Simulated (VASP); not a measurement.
Wanted: the native input for a VASP 6.6.1 run.

```
Task                   : electric field gradients
Functional             : PBE
Potentials or basis    : VASP PAW PBE potentials, release 64 (W_sv, Si)
Cutoff                 : 520 eV
k mesh                 : 11 × 11 × 11
Occupations            : fermi-dirac, width 0.03 eV
Spin                   : no spin polarisation
Dipole correction      : no
Further INCAR settings : ALGO = Normal; EDIFF = 1e-08; NBANDS = 16
```

The structure of SiW (CsCl type) lies in POSCAR:

```
SiW
1.0
    3.1029508227      0.0000000000      0.0000000000
    0.0000000000      3.1029508227      0.0000000000
    0.0000000000      0.0000000000      3.0570944066
W Si
1 1
Direct
    0.0000000000      0.0000000000      0.0000000000
    0.5000000000      0.5000000000      0.5000000000
```

This cell differs from its parent crystal: x and y stretched by +1.5 %, z held.

These files were run (other wordings do the same):

INCAR

```
SYSTEM = SiW
ALGO     = Normal         ! electronic algorithm
EDIFF    = 1E-8           ! SCF threshold, eV
ENCUT    = 520            ! plane-wave cutoff, eV
GGA      = PE             ! functional
ISIF     = 2              ! what is computed and relaxed
ISMEAR   = -1             ! smearing method
LASPH    = .TRUE.         ! aspherical terms in the spheres
LCHARG   = .FALSE.        ! write CHGCAR
LEFG     = .TRUE.       
LREAL    = .FALSE.        ! projectors in reciprocal space
LWAVE    = .FALSE.        ! write WAVECAR
NBANDS   = 16             ! bands
NELM     = 100            ! most SCF steps
PREC     = Accurate       ! precision mode
SIGMA    = 0.03           ! smearing width, eV
```

KPOINTS

```
k-points
0
G
  11 11 11
  0 0 0
```

Potentials or basis: VASP PAW PBE potentials, release 64 (W_sv, Si).

Launch:

```sh
$ cat potpaw_PBE.64/W_sv/POTCAR potpaw_PBE.64/Si/POTCAR > POTCAR
$ mpirun -np 1 vasp_std > vasp.out
```

Results of the run:

```yaml
Pressure: -6.0 GPa
Band_gap_on_the_k_mesh: zero (band 9 reaches 13.15 eV, above the bottom of band 10 at 10.37 eV)
```

Caveat: the cell differs from its parent crystal (x and y stretched by +1.5 %, z held); without QUAD_EFG the Cq values of the log hold for a quadrupole moment of 1 mb, not for the nuclei; spin-orbit coupling is left out, which moves the levels of the heavy elements.

It took 27 s on 1 thread of Intel Xeon 6975P-C (shared host), peak memory 0.18 GiB.
